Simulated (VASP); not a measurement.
Wanted: the native input for a VASP 6.6.1 run.

```yaml
Task: single point
Functional: PBE
Potentials_or_basis: VASP PAW PBE potentials, release 64 (Al, Ru_pv)
Cutoff: 520 eV
k_mesh: 20 × 20 × 20
Occupations: gaussian, width 0.15 eV
Spin: no spin polarisation
Dipole_correction: no
Further_INCAR_settings: ALGO = Fast; EDIFF = 1e-07; NBANDS = 16
```

The structure of AlRu lies in POSCAR:

```
AlRu
1.0
    3.0040847246      0.0000000000      0.0000000000
    0.0000000000      3.0040847246      0.0000000000
    0.0000000000      0.0000000000      3.0040847246
Al Ru
1 1
Direct
    0.0000000000      0.0000000000      0.0000000000
    0.5000000000      0.5000000000      0.5041610012
```

This cell differs from its parent crystal: all Ru atoms moved +0.013 Å, as atom 2 along Cartesian [0 0 1].

The input as run:

INCAR

```
PREC = Accurate ; ENCUT = 520
EDIFF = 1E-7 ; ISMEAR = 0
SIGMA = 0.15 ; LREAL = F
LASPH = T ; NELM = 80
ALGO = Fast ; ISIF = 2
LWAVE = F ; LCHARG = F
GGA = PE ; NBANDS = 16
```

KPOINTS

```
Automatic mesh
0
Gamma
  20 20 20
```

Potentials or basis: VASP PAW PBE potentials, release 64 (Al, Ru_pv).

The run is started by

```sh
$ cat potpaw_PBE.64/Al/POTCAR potpaw_PBE.64/Ru_pv/POTCAR > POTCAR
$ mpirun -np 1 vasp_std > vasp.out
```

It gave:

```
Pressure               : 0.0 GPa
Largest force          : 0.093 eV/Å
Band gap on the k mesh : zero (an odd number of electrons rules out a gap without spin polarisation)
```

Caveat: the cell differs from its parent crystal (all Ru atoms moved +0.013 Å, as atom 2 along Cartesian [0 0 1]).

It took 2 min on 1 thread of AMD EPYC 9R45 96-Core Processor (Zen 5), on a shared host, peak memory 0.36 GiB.
